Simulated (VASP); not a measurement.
Set up this calculation in VASP 6.6.1, as the native input.

```yaml
Task: single point
Functional: PBE
Potentials_or_basis: VASP PAW PBE potentials, release 64 (Mg)
Cutoff: 520 eV
k_mesh: 19 × 19 × 10
Occupations: fermi-dirac, width 0.1 eV
Spin: no spin polarisation
Dipole_correction: no
Further_INCAR_settings: ALGO = Normal; EDIFF = 1e-07; NBANDS = 9
```

The structure of Mg lies in POSCAR:

```
Mg
1.0
    3.1077245113      0.0000000000      0.0000000000
   -1.5538622556      2.6913683747      0.0000000000
    0.0000000000      0.0000000000      5.0457369161
Mg
2
Direct
    0.3333333333      0.6666666667      0.2500000000
    0.6666666667      0.3333333333      0.7500000000
```

One way to write it, as run:

INCAR

```
PREC = Accurate ; ENCUT = 520
EDIFF = 1E-7 ; ISMEAR = -1
SIGMA = 0.1 ; LREAL = False
LASPH = True ; NELM = 60
ALGO = Normal ; ISIF = 2
LWAVE = False ; LCHARG = False
GGA = PE ; NBANDS = 9
```

KPOINTS

```
regular mesh
0
Gamma
  19 19 10
```

Potentials or basis: VASP PAW PBE potentials, release 64 (Mg).

Command:

```bash
$ cat potpaw_PBE.64/Mg/POTCAR > POTCAR
$ mpirun -np 1 vasp_std > vasp.out
```

Results of the run:

```
Pressure               : 3.5 GPa
Band gap on the k mesh : zero (bands 2 and 3 overlap by 2.20 eV)
```

Caveat: the cell stands under pressure.

It took 74 s on 1 thread of Intel Xeon 8259CL, on a shared host, peak memory 0.22 GiB.
